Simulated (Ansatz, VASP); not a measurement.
PtS2 in VASP and in Ansatz

```
Pt S
1.0
     3.59740    0.00000    0.00000
    -1.79870    3.11544    0.00000
     0.00000    0.00000    4.68265
Pt S
1 2
Direct
  0.00000 0.00000 0.00000
  0.33333 0.66667 0.25863
  0.66667 0.33333 0.74137
```

Alike in both runs: task relaxation of cell and atoms; functional PBE; dispersion D3(BJ); k mesh 12 × 12 × 8; occupations gaussian, width 0.01 eV; no spin polarisation.

|  | VASP | Ansatz |
| --- | --- | --- |
| version | VASP 6.6.1 | Ansatz 0.2.0 |
| potentials or method | VASP PAW PBE potentials, release 64 (Pt, S), cutoff 600 eV | scalar-relativistic, all-electron LAPW |

VASP gave:

| Quantity | Value |
| --- | --- |
| gap on the k mesh at the Fermi level, each at its own relaxed structure (eV) | 0.09 |
| relaxed volume (Å³/atom) | 17.28 |
| relaxed cell length with the largest relative difference (Å) | 3.579 |

Problem. What did Ansatz give for the same quantities?

Solution. gap on the k mesh at the Fermi level, each at its own relaxed structure (eV): 0.08; relaxed volume (Å³/atom): 17.30; relaxed cell length with the largest relative difference (Å): 3.583.

Ansatz ran all-electron here, and VASP with PAW potentials.

Neither program's run includes spin-orbit coupling.
